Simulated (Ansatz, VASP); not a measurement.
**Pd: VASP beside Ansatz**

```
Pd
1.0
     0.05835    1.97407    1.97407
     1.97407    0.05835    1.97407
     1.97407    1.97407    0.05835
Pd
1
Direct
  0.00000 0.00000 0.00000
```

Change from the starting cell: equal xy, yz and zx shear strains of +3 %, crystal datasets.

Alike in both runs: task electric field gradients; functional PBE; k mesh 18 × 18 × 18; occupations fermi-dirac, width 0.05 eV; no spin polarisation.

```csv
,VASP,Ansatz
version,VASP 6.6.1,Ansatz 0.2.0
potentials or method,"VASP PAW PBE potentials, release 64 (Pd), cutoff 520 eV","all-electron PAW with datasets made for the crystal, scalar-relativistic"
```

```tsv
	VASP	Ansatz	Ansatz less VASP
pressure (GPa)	7.8	8.1	+0.26
traceless stress, the component that is largest in VASP (GPa)	-2.47	-2.47	+0.006
size of Vzz on the site where it differs most (V/Å²)	10.5	21.5	+11.05
```

Ansatz ran all-electron here, and VASP with PAW potentials.
